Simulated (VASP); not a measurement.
The system is BP2.

```xyz
6
Lattice="3.2200 0.0000 0.0000 -1.6100 2.7886 0.0000 0.0000 0.0000 9.8000" Properties=species:S:1:pos:R:3 pbc="T T T"
B     0.0000    0.0000    3.2732
B     1.6100    0.9295    0.6566
P     0.0000    0.0000    5.2430
P     1.6100    0.9295    2.6166
P     0.0000    1.8591    0.0000
P     1.6100    0.9295    6.5072
```

| Quantity | Value |
| --- | --- |
| Program | VASP 6.6.1 |
| Task | relaxation of cell and atoms |
| Functional | PBE |
| Potentials or basis | VASP PAW PBE potentials, release 64 (B, P) |
| Cutoff | 600 eV |
| k mesh | 6 × 6 × 2 |
| Occupations | gaussian, width 0.2 eV |
| Spin | no spin polarisation |

At the start: pressure 0.3 GPa; volume 14.67 Å³/atom.

Question: Where does the relaxation end?

Answer: Over 22 steps the energy falls by 45.7 meV/atom and the volume is 13.67 Å³/atom (-6.8 %); space group P3m1 (No. 156, to 0.1 Å) before and after.

The path:
| step | energy change (eV) | largest force (eV/Å) | pressure (GPa) | volume (Å³) |
| --- | --- | --- | --- | --- |
| 1 | 0.0000 | 0.8351 | 0.35 | 88.00 |
| 2 | -0.0812 | 0.3471 | -0.06 | 88.38 |
| 3 | -0.0892 | 0.3889 | -0.24 | 88.55 |
| 4 | -0.0893 | 0.3709 | -0.22 | 88.53 |
| 5 | -0.1028 | 0.2674 | -0.56 | 88.33 |
| 6 | -0.1032 | 0.3102 | -0.62 | 88.28 |
| 7 | -0.1166 | 0.3217 | -0.11 | 87.47 |
| 8 | -0.1439 | 0.5431 | 1.60 | 85.06 |
| 9 | -0.1190 | 1.0367 | 6.05 | 80.35 |
| 10 | -0.1473 | 0.6973 | 2.79 | 83.70 |
| 11 | -0.1515 | 0.6998 | 2.75 | 83.61 |
| 12 | -0.1637 | 0.7046 | 2.67 | 83.32 |
| 13 | -0.1862 | 0.7059 | 2.53 | 82.75 |
| 14 | -0.2193 | 0.6617 | 2.42 | 81.60 |
| 15 | -0.1955 | 0.9003 | 2.83 | 79.31 |
| 16 | -0.2272 | 0.6029 | 2.50 | 80.94 |
| 17 | -0.2466 | 0.4616 | 1.35 | 81.52 |
| 18 | -0.2644 | 0.2877 | -1.24 | 82.97 |
| 19 | -0.2645 | 0.2977 | -1.08 | 82.87 |
| 20 | -0.2691 | 0.1987 | -0.77 | 82.62 |
| 21 | -0.2733 | 0.1278 | 0.00 | 82.06 |
| 22 | -0.2739 | 0.0768 | 0.03 | 82.01 |

Final structure:
```
B P
1.0
     3.26469    0.00000    0.00000
    -1.63234    2.82730    0.00000
     0.00000    0.00000    8.88495
B P
2 4
Cartesian
  0.0000 0.0000 2.9931
  1.6323 0.9424 0.3836
  3.2647 0.0000 4.9669
  1.6323 0.9424 2.3566
  0.0000 1.8849 8.6241
  1.6323 0.9424 6.1488
```

Caveat: the k points lie up to 0.37 Å⁻¹ apart in the final cell, too coarse for converged energies and pressures of a metal; the relaxation stopped at a loose force limit of 0.08 eV/Å, so its end isn't a converged minimum.
